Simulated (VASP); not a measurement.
# WS2 (P6_3/mmc) in VASP: a series of runs

WS2 is run at these levels: PBE; tasks: single point.

Everything below comes from runs of VASP 6.6.1. Logs are shortened: lines on timing, memory, paths and dates and some standing lists are left out, and cuts for length are marked.

**1. The cell of the first run**

The structure is hexagonal, space group P6_3/mmc (No. 194). The conventional cell has a = 3.185 Å, b = 3.185 Å, c = 13.990 Å, α = 90.00°, β = 90.00°, γ = 120.00°. W (site symmetry -6m2) has 6 S at 2.42 Å and 6 W at 3.18 Å within 3.2 Å. S (site symmetry 3m) has 3 W at 2.42 Å and 7 S at 3.14 to 3.18 Å within 3.2 Å.

**2. Single point, PBE (20.48 Å³/atom)**

Input file INCAR:

```
PREC = Accurate ; ENCUT = 520
EDIFF = 1E-7 ; ISMEAR = 0
SIGMA = 0.02 ; LREAL = False
LASPH = True ; NELM = 100
ALGO = Normal ; ISIF = 2
LWAVE = False ; LCHARG = False
GGA = PE ; NBANDS = 35
```

Input file KPOINTS:

```
Automatic mesh
0
Gamma
  12 12 2
```

Input file POSCAR:

```
WS2
1.0
    3.1848594160      0.0000000000      0.0000000000
   -1.5924297080      2.7581691618      0.0000000000
    0.0000000000      0.0000000000     13.9900589499
W S
2 4
Direct
    0.3333333333      0.6666666667      0.2500000000
    0.6666666667      0.3333333333      0.7500000000
    0.3333333333      0.6666666667      0.6376490475
    0.6666666667      0.3333333333      0.1376490475
    0.3333333333      0.6666666667      0.8623509525
    0.6666666667      0.3333333333      0.3623509525
```

Potentials or basis: VASP PAW PBE potentials, release 64 (W_sv, S).

Run with:

```console
$ cat potpaw_PBE.64/W_sv/POTCAR potpaw_PBE.64/S/POTCAR > POTCAR
$ mpirun -np 1 vasp_std > vasp.out
```

OUTCAR:

```text
PREC = Accurate
   ENCUT = 520
   EDIFF = 1E-7
   ISMEAR = 0
   LREAL = False
   LASPH = True
   NELM = 100
   ISIF = 2
   GGA = PE

 ion  position               nearest neighbor table
   1  0.333  0.667  0.250-   4 2.42   6 2.42   4 2.42   6 2.42   4 2.42   6 2.42
   2  0.667  0.333  0.750-   3 2.42   5 2.42   3 2.42   5 2.42   3 2.42   5 2.42
   3  0.333  0.667  0.638-   2 2.42   2 2.42   2 2.42
   4  0.667  0.333  0.138-   1 2.42   1 2.42   1 2.42
   5  0.333  0.667  0.862-   2 2.42   2 2.42   2 2.42
   6  0.667  0.333  0.362-   1 2.42   1 2.42   1 2.42

  LATTYP: Found a hexagonal cell.
 ALAT       =     3.1848594160
 C/A-ratio  =     4.3926770769

  Lattice vectors:

 A1 = (   3.1848594160,   0.0000000000,   0.0000000000)
 A2 = (  -1.5924297080,   2.7581691618,   0.0000000000)
 A3 = (   0.0000000000,   0.0000000000,  13.9900589499)

Analysis of symmetry for initial positions (statically):
=====================================================================
 Subroutine PRICEL returns:
 Original cell was already a primitive cell.

 Routine SETGRP: Setting up the symmetry group for a
 hexagonal supercell.

 Subroutine GETGRP returns: Found 24 space group operations
 (whereof 12 operations were pure point group operations)
 out of a pool of 24 trial point group operations.

The static configuration has the point symmetry D_3d.
 The point group associated with its full space group is D_6h.

Analysis of symmetry for dynamics (positions and initial velocities):
=====================================================================
 Subroutine PRICEL returns:
 Original cell was already a primitive cell.

 Routine SETGRP: Setting up the symmetry group for a
 hexagonal supercell.

 Subroutine GETGRP returns: Found 24 space group operations
 (whereof 12 operations were pure point group operations)
 out of a pool of 24 trial point group operations.

The dynamic configuration has the point symmetry D_3d.
 The point group associated with its full space group is D_6h.

 Subroutine INISYM returns: Found 24 space group operations
 (whereof 12 operations are pure point group operations),
 and found     1 'primitive' translations

----------------------------------------------------------------------------------------

[... 95 lines left out ...]
   LNONCOLLINEAR =      F non collinear calculations
   LSORBIT =      F    spin-orbit coupling
   LASPH  =      T    aspherical Exc in radial PAW
   ENCUT  =  520.0 eV  38.22 Ry    6.18 a.u.   5.92  5.92 26.01*2*pi/ulx,y,z
   NELM   =    100;   NELMIN=  2; NELMDL= -5     # of ELM steps
   EDIFF  = 0.1E-06   stopping-criterion for ELM
   LREAL  =      F    real-space projection
   EDIFFG = 0.1E-05   stopping-criterion for IOM
   NSW    =      0    number of steps for IOM
   IBRION =     -1    ionic relax: 0-MD 1-quasi-New 2-CG
   NFREE  =      0    steps in history (QN), initial steepest desc. (CG)
   ISIF   =      2    stress and relaxation
   ISYM   =      2    0-nonsym 1-usesym 2-fastsym
   POTIM  = 0.5000    time-step for ionic-motion
   TEBEG  =    0.0;   TEEND  =   0.0 temperature during run
   PSTRESS=    0.0 pullay stress
   NELECT =      52.0000    total number of electrons
   NUPDOWN=      -1.0000    fix difference up-down
   EMIN   =  10.00;   EMAX   =-10.00  energy-range for DOS
   EFERMI =   0.00;   METHOD = LEGACY
   ISMEAR =     0;   SIGMA  =   0.02  broadening in eV -4-tet -1-fermi 0-gaus
   EFERMI_NEDOS =   21; number of points for ismear=-14 and -15
   IALGO  =     38    algorithm
   IMIX   =      4    mixing-type and parameters
     AMIX     =   0.40;   BMIX     =  1.00
     AMIX_MAG =   1.60;   BMIX_MAG =  1.00
  volume/ion in A,a.u.               =      20.48       138.22
  Fermi-wavevector in a.u.,A,eV,Ry     =   1.229039  2.322547 20.552106  1.510537
  Thomas-Fermi vector in A             =   2.363942
   LORBIT       =      0    0 simple, 1 ext, 2 COOP (PROOUT), +10 PAW based schemes
   GGA     = PE    functional components
   LHFCALC =     F    Hartree Fock is set to
   AEXX    =    0.0000 exact exchange contribution
   IVDW    =     0    specifies the selected vdW correction
   LEPSILON=     F    determine dielectric tensor
   LRPA    =     F    only Hartree local field effects (RPA)
 non-spin polarized calculation
 Gauss-broadening in eV      SIGMA  =   0.02
  energy-cutoff  :      520.00
  volume of cell :      122.89
 maximum number of plane-waves:      3340
 NGX is ok and might be reduce to    24
   NGX = 11   NGY = 11   NGZ = 53

 number of electron      52.0000004 magnetization

 Free energy of the ion-electron system (eV)
  ---------------------------------------------------
  ext. energy  EPLUGINS =         0.00000000
  ---------------------------------------------------
  free energy    TOTEN  =       -47.36005931 eV

  energy without entropy =      -47.36005931  energy(sigma->0) =      -47.36005931

 E-fermi :   5.6624     XC(G=0):  -9.9459

 val. band max:        5.4468368845   @ k =   0.0000   0.0000   0.0000
 cond. band min:       6.9757134110   @ k =   0.1667   0.1667   0.0000
 fundamental gap:      1.5288765265
 Fermi energy:         5.6623763185

 k-point     1 :       0.0000    0.0000    0.0000
  band No.  band energies     occupation
      1     -68.8675      2.00000
      2     -68.8675      2.00000
      3     -33.0979      2.00000
      4     -33.0979      2.00000
      5     -32.9509      2.00000
      6     -32.9509      2.00000
[... 901 lines left out ...]
     34       9.6134      0.00000
     35      11.8178      0.00000

 [... further k-points ...]
[... 5 lines left out ...]
  --------------------------------------------------------------------------------------
  -------------------------------------------------------------------------------------
  Total        0.1880084      0.1880084      0.1100183      0.0000000      0.0000000      0.0000000
  in kB        2.4510774      2.4510774      1.4343153      0.0000000      0.0000000      0.0000000
  external PRESSURE =       2.1121567 kB  Pullay stress =       0.0000000 kB

 VOLUME and BASIS-vectors are now :
 -----------------------------------------------------------------------------
  energy-cutoff  :      520.00
  volume of cell :      122.89
      direct lattice vectors                 reciprocal lattice vectors
     3.184859416  0.000000000  0.000000000     0.313985602  0.181279672  0.000000000
    -1.592429708  2.758169162  0.000000000     0.000000000  0.362559343  0.000000000
     0.000000000  0.000000000 13.990058950     0.000000000  0.000000000  0.071479327

 POSITION                                       TOTAL-FORCE (eV/Angst)
 -----------------------------------------------------------------------------------
     -0.00000      1.83878      3.49751         0.000000      0.000000      0.000000
      1.59243      0.91939     10.49254        -0.000000     -0.000000      0.000000
     -0.00000      1.83878      8.92075        -0.000000      0.000000     -0.001788
      1.59243      0.91939      1.92572        -0.000000     -0.000000     -0.001788
     -0.00000      1.83878     12.06434         0.000000      0.000000      0.001788
      1.59243      0.91939      5.06931        -0.000000     -0.000000      0.001788
 -----------------------------------------------------------------------------------
    total drift:                               -0.000000      0.000000     -0.000000

  FREE ENERGIE OF THE ION-ELECTRON SYSTEM (eV)
  ---------------------------------------------------
  free  energy   TOTEN  =       -47.3600593117 eV

  energy  without entropy=      -47.3600593117  energy(sigma->0) =      -47.36005931
```

stdout:

```text
POSCAR found type information on POSCAR W S
 POSCAR found :  2 types and       6 ions
 scaLAPACK will be used
 LDA part: xc-table for (Slater+PW92), standard interpolation
 POSCAR, INCAR and KPOINTS ok, starting setup
 FFT: planning ... GRIDC
 FFT: planning ... GRID_SOFT
 FFT: planning ... GRID
 WAVECAR not read
 entering main loop
```

It took 59 s on 1 thread of Intel Xeon 6975P-C (Granite Rapids), shared host; peak memory 0.3 GiB.

Results:

- Free energy: -47.3601 eV
- Pressure: 0.2 GPa
- Band gap on the k mesh: 1.53 eV (least direct gap 1.80 eV)

Stress tensor (GPa, compression positive):
```
0.25 0.00 0.00
0.00 0.25 0.00
0.00 0.00 0.14
```

Caveat: spin-orbit coupling is left out, which moves the levels of the heavy elements; this functional lacks dispersion, which binds the layers, so the pressure and a relaxed spacing across them are unreliable. A k mesh can miss the band edges.

**3. Single point, PBE (21.14 Å³/atom)**

This run uses another cell than the first one, of 21.14 Å³/atom.

Input file INCAR:

```
SYSTEM = WS2
  ALGO = Normal
  EDIFF = 1E-6
  ENCUT = 520
  GGA = PE
  ISIF = 2
  ISMEAR = 0
  LASPH = .TRUE.
  LCHARG = .FALSE.
  LREAL = .FALSE.
  LWAVE = .FALSE.
  NBANDS = 35
  NELM = 80
  PREC = Accurate
  SIGMA = 0.02
```

Input file KPOINTS:

```
k-points
0
G
  12 12 2
  0 0 0
```

Input file POSCAR:

```
WS2
1.0
    3.1881494201      0.0000000000      0.0000000000
   -1.5940747100      2.7610183889      0.0000000000
    0.0000000000      0.0000000000     14.4067700322
W S
2 4
Direct
    0.3333333333      0.6666666667      0.2500000000
    0.6666666667      0.3333333333      0.7500000000
    0.3333333333      0.6666666667      0.6409833606
    0.6666666667      0.3333333333      0.1409833606
    0.3333333333      0.6666666667      0.8590166394
    0.6666666667      0.3333333333      0.3590166394
```

Potentials or basis: VASP PAW PBE potentials, release 64 (W_sv, S).

Run with:

```console
$ cat potpaw_PBE.64/W_sv/POTCAR potpaw_PBE.64/S/POTCAR > POTCAR
$ mpirun -np 1 vasp_std > vasp.out
```

It took 57 s on 1 thread of Intel Xeon 6975P-C (Granite Rapids), shared host; peak memory 0.31 GiB.

Results (log left out):

```yaml
Free_energy: -47.3632 eV
Pressure: 0.0 GPa
Largest_force: 0.007 eV/Å
Band_gap_on_the_k_mesh: 1.58 eV (least direct gap 1.79 eV)
```

Forces on the atoms (eV/Å):
```
W    0.000  0.000  0.000
W    0.000  0.000  0.000
S    0.000  0.000 -0.007
S    0.000  0.000 -0.007
S    0.000  0.000  0.007
S    0.000  0.000  0.007
```

Stress tensor (GPa, compression positive):
```
-0.03  0.00  0.00
 0.00 -0.03  0.00
 0.00  0.00  0.07
```

Levels at points of the mesh, in eV from the valence-band top:
```csv
k point,band 24,band 25,band 26,band 27,band 28,band 29
"(0.00, 0.00, 0.00)",-1.84,-0.51,0.00,2.64,2.64,2.64
"(0.50, 0.00, 0.00)",-1.50,-1.17,-1.14,2.60,2.61,3.01
"(0.00, 0.00, 0.50)",-1.85,-0.21,-0.21,2.64,2.64,2.64
"(0.50, 0.00, 0.50)",-1.51,-1.15,-1.15,2.60,2.60,3.05
```

Caveat: spin-orbit coupling is left out, which moves the levels of the heavy elements; this functional lacks dispersion, which binds the layers, so the pressure and a relaxed spacing across them are unreliable.

[end of part 1 of 2]
